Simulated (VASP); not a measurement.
TePb:

```xyz
2
Lattice="0.0000 3.2310 3.2310 3.2310 0.0000 3.2310 3.2310 3.2310 0.0000" Properties=species:S:1:pos:R:3 pbc="T T T"
Pb    0.0000    0.0000    0.0000
Te    3.2310    3.2310    3.2310
```

| Property | Result |
| --- | --- |
| Program | VASP 6.6.1 |
| Task | relaxation of cell and atoms |
| Functional | PBEsol |
| Dispersion | D4 |
| Potentials or basis | VASP PAW PBE potentials, release 64 (Pb_d, Te) |
| Cutoff | 600 eV |
| k mesh | 7 × 7 × 7 |
| Occupations | fermi-dirac, width 0.05 eV |
| Spin | no spin polarisation |

At the start: pressure -1.5 GPa; volume 33.73 Å³/atom.

**Question.** Where does the relaxation end?

**Answer.** Over 3 steps the energy falls by 5.5 meV/atom and the volume is 32.60 Å³/atom (-3.3 %); space group Fm-3m (No. 225, to 0.05 Å).

The path:
| step | energy change (eV) | largest force (eV/Å) | pressure (GPa) | volume (Å³) |
| --- | --- | --- | --- | --- |
| 1 | 0.0000 | 0.0000 | -1.49 | 67.46 |
| 2 | -0.0095 | 0.0000 | 0.59 | 64.44 |
| 3 | -0.0109 | 0.0000 | 0.00 | 65.20 |

Final structure:
```cif
data_structure
_symmetry_space_group_name_H-M 'P 1'
_symmetry_Int_Tables_number 1
_cell_length_a 4.5178
_cell_length_b 4.5178
_cell_length_c 4.5178
_cell_angle_alpha 60.000
_cell_angle_beta 60.000
_cell_angle_gamma 60.000
_cell_volume 65.20
loop_
_atom_site_label
_atom_site_type_symbol
_atom_site_fract_x
_atom_site_fract_y
_atom_site_fract_z
_atom_site_occupancy
Pb1 Pb 0.00000 0.00000 0.00000 1
Te1 Te 0.50000 0.50000 0.50000 1
```

Caveat: the PAW data sets were made with another functional, which shifts forces and pressure a little.
